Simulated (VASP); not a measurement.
# NaCl (P2_1/m) in VASP: single point with PBE+D3(BJ)

Aim: the single point of NaCl with PBE+D3(BJ).

All numbers are computed with VASP 6.6.1; they aren't measurements. Logs are shortened: lines on timing, memory, paths and dates and some standing lists are left out, and cuts for length are marked.

## 1. The cell of the first run

Symmetry: P2_1/m, No. 11, monoclinic system. Conventional cell: a = 4.533 Å, b = 5.521 Å, c = 4.594 Å, α = 90.00°, β = 116.81°, γ = 90.00°. Na (site symmetry m) has 5 Cl at 2.68 to 2.76 Å within 3.5 Å. Cl (site symmetry m) has 5 Na at 2.68 to 2.76 Å within 3.5 Å.

## 2. Single point, PBE+D3(BJ) (volume scaled by 0.97, then relaxed in part)

The input, INCAR:

```
SYSTEM = NaCl
ALGO = Normal ; EDIFF = 1E-6
ENCUT = 520 ; GGA = PE
ISIF = 2 ; ISMEAR = 0
IVDW = 12 ; LASPH = .True.
LCHARG = .True. ; LELF = .True.
LREAL = .False. ; LVHAR = .True.
LWAVE = .False. ; NBANDS = 22
NELM = 80 ; PREC = Accurate
SIGMA = 0.02
```

The input, KPOINTS:

```
k-points
0
Gamma
  6 4 6
  0 0 0
```

The input, POSCAR:

```
NaCl
1.0
    4.5333001741      0.0000000000      0.0000000000
    0.0000000000      5.5208835343      0.0000000000
   -2.0722635177      0.0000000000      4.1004485281
Na Cl
2 2
Direct
    0.3303002175      0.7500000000      0.1727299337
    0.6696997825      0.2500000000      0.8272700663
    0.6713427262      0.7500000000      0.8241100717
    0.3286572738      0.2500000000      0.1758899283
```

Potentials or basis: VASP PAW PBE potentials, release 64 (Na_pv, Cl).

Command:

```
cat potpaw_PBE.64/Na_pv/POTCAR potpaw_PBE.64/Cl/POTCAR > POTCAR
mpirun -np 1 vasp_std > vasp.out
```

OUTCAR:

```text
SYSTEM = NaCl
   EDIFF = 1E-6
   ENCUT = 520
   GGA = PE
   ISIF = 2
   ISMEAR = 0
   IVDW = 12
   LASPH = .True.
   LREAL = .False.
   NELM = 80
   PREC = Accurate
 IVDW          = 12

 ion  position               nearest neighbor table
   1  0.330  0.750  0.173-   3 2.68   3 2.68   3 2.68
   2  0.670  0.250  0.827-   4 2.68   4 2.68   4 2.68
   3  0.671  0.750  0.824-   1 2.68   1 2.68   1 2.68
   4  0.329  0.250  0.176-   2 2.68   2 2.68   2 2.68

  LATTYP: Found a simple monoclinic cell.
 ALAT       =     4.5333001741
 B/A-ratio  =     1.2178508641
 C/A-ratio  =     1.0134646263
 COS(beta)  =    -0.4510471152

  Lattice vectors:

 A1 = (   4.5333001741,   0.0000000000,   0.0000000000)
 A2 = (   0.0000000000,   5.5208835343,   0.0000000000)
 A3 = (  -2.0722635177,   0.0000000000,   4.1004485281)

Analysis of symmetry for initial positions (statically):
=====================================================================
 Subroutine PRICEL returns:
 Original cell was already a primitive cell.

 Routine SETGRP: Setting up the symmetry group for a
 simple monoclinic supercell.

 Subroutine GETGRP returns: Found  4 space group operations
 (whereof  2 operations were pure point group operations)
 out of a pool of  4 trial point group operations.

The static configuration has the point symmetry S_2 .
 The point group associated with its full space group is C_2h.

Analysis of symmetry for dynamics (positions and initial velocities):
=====================================================================
 Subroutine PRICEL returns:
 Original cell was already a primitive cell.

 Routine SETGRP: Setting up the symmetry group for a
 simple monoclinic supercell.

 Subroutine GETGRP returns: Found  4 space group operations
 (whereof  2 operations were pure point group operations)
 out of a pool of  4 trial point group operations.

The dynamic configuration has the point symmetry S_2 .
 The point group associated with its full space group is C_2h.

 Subroutine INISYM returns: Found  4 space group operations
 (whereof  2 operations are pure point group operations),
 and found     1 'primitive' translations

----------------------------------------------------------------------------------------

                                     Primitive cell
[... 92 lines left out ...]
   LASPH  =      T    aspherical Exc in radial PAW
   ENCUT  =  520.0 eV  38.22 Ry    6.18 a.u.   8.43 10.27  8.54*2*pi/ulx,y,z
   NELM   =     80;   NELMIN=  2; NELMDL= -5     # of ELM steps
   EDIFF  = 0.1E-05   stopping-criterion for ELM
   LREAL  =      F    real-space projection
   EDIFFG = 0.1E-04   stopping-criterion for IOM
   NSW    =      0    number of steps for IOM
   IBRION =     -1    ionic relax: 0-MD 1-quasi-New 2-CG
   NFREE  =      0    steps in history (QN), initial steepest desc. (CG)
   ISIF   =      2    stress and relaxation
   ISYM   =      2    0-nonsym 1-usesym 2-fastsym
   POTIM  = 0.5000    time-step for ionic-motion
   TEBEG  =    0.0;   TEEND  =   0.0 temperature during run
   PSTRESS=    0.0 pullay stress
   NELECT =      28.0000    total number of electrons
   NUPDOWN=      -1.0000    fix difference up-down
   EMIN   =  10.00;   EMAX   =-10.00  energy-range for DOS
   EFERMI =   0.00;   METHOD = LEGACY
   ISMEAR =     0;   SIGMA  =   0.02  broadening in eV -4-tet -1-fermi 0-gaus
   EFERMI_NEDOS =   21; number of points for ismear=-14 and -15
   IALGO  =     38    algorithm
   IMIX   =      4    mixing-type and parameters
     AMIX     =   0.40;   BMIX     =  1.00
     AMIX_MAG =   1.60;   BMIX_MAG =  1.00
  volume/ion in A,a.u.               =      25.66       173.14
  Fermi-wavevector in a.u.,A,eV,Ry     =   1.061800  2.006511 15.339468  1.127419
  Thomas-Fermi vector in A             =   2.197229
   LORBIT       =      0    0 simple, 1 ext, 2 COOP (PROOUT), +10 PAW based schemes
   GGA     = PE    functional components
   LHFCALC =     F    Hartree Fock is set to
   AEXX    =    0.0000 exact exchange contribution
   IVDW    =    12    specifies the selected vdW correction
   LEPSILON=     F    determine dielectric tensor
   LRPA    =     F    only Hartree local field effects (RPA)
 non-spin polarized calculation
 Gauss-broadening in eV      SIGMA  =   0.02
  energy-cutoff  :      520.00
  volume of cell :      102.63
 maximum number of plane-waves:      2785
 NGX is ok and might be reduce to    36
   NGX = 17   NGY = 21   NGZ = 17

 number of electron      27.9999995 magnetization

 Free energy of the ion-electron system (eV)
  ---------------------------------------------------
  ext. energy  EPLUGINS =         0.00000000
  ---------------------------------------------------
  free energy    TOTEN  =       -13.37726277 eV

  energy without entropy =      -13.37726277  energy(sigma->0) =      -13.37726277

 E-fermi :  -1.2915     XC(G=0):  -7.4040

 val. band max:       -1.4435457264   @ k =   0.0000   0.0000   0.0000
 cond. band min:       3.4850808355   @ k =   0.0000   0.0000   0.0000
 fundamental gap:      4.9286265619
 Fermi energy:        -1.2914875791

 k-point     1 :       0.0000    0.0000    0.0000
  band No.  band energies     occupation
      1     -22.2403      2.00000
      2     -22.2390      2.00000
      3     -22.2344      2.00000
      4     -22.2318      2.00000
      5     -22.2246      2.00000
      6     -22.2148      2.00000
[... 589 lines left out ...]
     21       9.9096      0.00000
     22      10.1461      0.00000

 [... further k-points ...]

------------------------ aborting loop because EDIFF is reached ----------------------------------------

 Edisp (eV)   -0.72640

 E8    (eV) :    -0.3009

  FORCE on cell =-STRESS in cart. coord.  units (eV):
  Direction    XX          YY          ZZ          XY          YZ          ZX
  --------------------------------------------------------------------------------------
  -------------------------------------------------------------------------------------
  Total       0.41204     0.45796     0.43929     0.00000     0.00000     0.03800
  in kB       6.43273     7.14960     6.85819     0.00000     0.00000     0.59328
  external pressure =        6.81 kB  Pullay stress =        0.00 kB

 VOLUME and BASIS-vectors are now :
 -----------------------------------------------------------------------------
  energy-cutoff  :      520.00
  volume of cell :      102.63
      direct lattice vectors                 reciprocal lattice vectors
     4.533300174  0.000000000  0.000000000     0.220589849  0.000000000  0.111480559
     0.000000000  5.520883534  0.000000000     0.000000000  0.181130428  0.000000000
    -2.072263518  0.000000000  4.100448528     0.000000000  0.000000000  0.243875760

 POSITION                                       TOTAL-FORCE (eV/Angst)
 -----------------------------------------------------------------------------------
      1.13941      4.14066      0.70827        -0.002740     -0.000000      0.002737
      1.32163      1.38022      3.39218         0.002740      0.000000     -0.002737
      1.33562      4.14066      3.37922         0.004420     -0.000000     -0.004043
      1.12541      1.38022      0.72123        -0.004420      0.000000      0.004043
 -----------------------------------------------------------------------------------
    total drift:                                0.000000      0.000000     -0.000000

  FREE ENERGIE OF THE ION-ELECTRON SYSTEM (eV)
  ---------------------------------------------------
  free  energy   TOTEN  =       -14.1036606682 eV

  energy  without entropy=      -14.1036606682  energy(sigma->0) =      -14.10366067
```

OSZICAR:

```text
N       E                     dE             d eps       ncg     rms          rms(c)
DAV:   1     0.263926278096E+03    0.26393E+03   -0.13706E+04  2640   0.127E+03
DAV:   2     0.124240194749E+02   -0.25150E+03   -0.23850E+03  3044   0.339E+02
DAV:   3    -0.131999618227E+02   -0.25624E+02   -0.25469E+02  3252   0.111E+02
DAV:   4    -0.138843516651E+02   -0.68439E+00   -0.68357E+00  3204   0.206E+01
DAV:   5    -0.139036287798E+02   -0.19277E-01   -0.19276E-01  3490   0.326E+00    0.323E+00
DAV:   6    -0.133891408648E+02    0.51449E+00   -0.94332E-01  3200   0.455E+00    0.240E+00
DAV:   7    -0.133514839103E+02    0.37657E-01   -0.22195E-01  3206   0.222E+00    0.167E+00
DAV:   8    -0.133752369964E+02   -0.23753E-01   -0.23796E-02  2736   0.108E+00    0.392E-01
DAV:   9    -0.133753150099E+02   -0.78013E-04   -0.73462E-04  3670   0.192E-01    0.172E-01
DAV:  10    -0.133772454327E+02   -0.19304E-02   -0.21950E-03  2712   0.259E-01    0.582E-02
DAV:  11    -0.133772458572E+02   -0.42447E-06   -0.32470E-05  3354   0.556E-02    0.183E-02
DAV:  12    -0.133772592934E+02   -0.13436E-04   -0.15607E-05  2784   0.350E-02    0.376E-03
DAV:  13    -0.133772628309E+02   -0.35376E-05   -0.32810E-06  2376   0.109E-02    0.184E-03
DAV:  14    -0.133772627694E+02    0.61571E-07   -0.32484E-07  2652   0.512E-03
   1 F= -.14103661E+02 E0= -.14103661E+02  d E =-.616662E-29
```

Run time: 67 s. Hardware: 1 thread of Intel Xeon Platinum 8488C (Sapphire Rapids), shared host; peak memory 0.28 GiB.

What came out:

- Free energy: -14.1037 eV
- Pressure: 0.7 GPa
- Largest force: 0.006 eV/Å
- Band gap on the k mesh: 4.93 eV, direct
- Dispersion energy per atom: -0.182 eV

Forces on the atoms (eV/Å):
```
Na  -0.003  0.000  0.003
Na   0.003  0.000 -0.003
Cl   0.004  0.000 -0.004
Cl  -0.004  0.000  0.004
```

Stress tensor (GPa, compression positive):
```
0.64 0.00 0.06
0.00 0.71 0.00
0.06 0.00 0.69
```
